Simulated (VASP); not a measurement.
Crystal: Ge.

```
CELL_PARAMETERS angstrom
4.10082 0.00000 0.00000
-2.05041 3.55141 0.00000
0.00000 0.00000 6.24934
ATOMIC_POSITIONS crystal
Ge 0.00000 0.00000 0.07115
Ge 0.00000 0.00000 0.57115
Ge 0.33333 0.66667 0.82115
Ge 0.66667 0.33333 0.32115
```

This cell differs from its parent crystal: strain +0.080 along x and y, +0.000 along z.

Base run:

| Item | Value |
| --- | --- |
| Program | VASP 6.6.1 |
| Functional | PBEsol |
| Potentials or basis | VASP PAW PBE potentials, release 64 (Ge_d) |
| Cutoff | 520 eV |
| k mesh | 12 × 12 × 8 |
| Occupations | gaussian, width 0.15 eV |
| Spin | no spin polarisation |

Its results: band gap on the k mesh zero (bands 28 and 29 overlap by 3.64 eV); pressure -7.2 GPa.

Problem. The run is repeated on the same cell with these changes: functional from PBEsol to PBE; further incar settings from ALGO = Normal; EDIFF = 1e-07; NBANDS = 36 to ALGO = Normal; EDIFF = 1e-06; NBANDS = 36. What comes out?

Solution. Band gap on the k mesh zero (bands 28 and 29 overlap by 3.65 eV); pressure -4.5 GPa.

Caveats: the cell stands under tension; the PAW data sets were made with another functional, which shifts forces and pressure a little (at least some runs).
